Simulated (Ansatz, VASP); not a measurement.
**One calculation of GaSb, two programs**

The input INCAR:

```
ALGO = Normal
EDIFF = 1E-6
ENCUT = 500
GGA = PE
GGA_COMPAT = False
ISIF = 2
ISMEAR = 0
LASPH = True
LCHARG = True
LELF = True
LREAL = False
LVHAR = True
LWAVE = False
NBANDS = 16
NELM = 120
PREC = Accurate
SIGMA = 0.1
```

The input KPOINTS:

```
k-points
0
Gamma
  6 6 4
```

POSCAR

```
GaSb
1.0
    3.0262928931      0.0000000000      0.0000000000
    0.0000000000      3.0262928931      0.0000000000
    0.0000000000      0.0000000000      6.2029769053
Ga Sb
1 1
Direct
    0.0000000000      0.0000000000      0.0000000000
    0.0000000000      0.0000000000      0.5000000000
```

Input for Ansatz:

```yaml
crystal:
  lattice:
    - [3.0262928931, 0.0, 0.0]
    - [0.0, 3.0262928931, 0.0]
    - [0.0, 0.0, 6.2029769053]
  atoms:
    - { symbol: Ga, position: [0.0, 0.0, 0.0] }
    - { symbol: Sb, position: [0.0, 0.0, 0.5] }
basis:
  ecutwfc: 420
kpoints:
  mp_grid: { grid: [6, 6, 4] }
hamiltonian:
  xc: pbe
scf:
  occupations: { method: gaussian, width: 0.1 }
output:
  forces: true
  stress: true
  eigenvalues: true
```

Alike in both runs: task single point; functional PBE; k mesh 6 × 6 × 4; occupations gaussian, width 0.1 eV; no spin polarisation.

```csv
,VASP,Ansatz
version,VASP 6.6.1,Ansatz 0.2.0
potentials or method,"VASP PAW PBE potentials, release 64 (Ga_d, Sb), cutoff 500 eV","scalar-relativistic, plane waves, PAW"
valence electrons in the cell,18,28
```

|  | VASP | Ansatz | Ansatz less VASP |
| --- | --- | --- | --- |
| gap on the k mesh at the Fermi level (eV) | none | none | - |
| pressure (GPa) | -2.2 | -2.1 | +0.01 |
| traceless stress, the component that is largest in VASP (GPa) | -3.08 | -3.07 | +0.011 |

A gap of «none» marks a metal or a gap that the smearing closes. VASP's potentials hold 18 valence electrons a cell and Ansatz's 28, so a difference there can come from the potentials and not from the codes.

Spin-orbit coupling is off throughout.
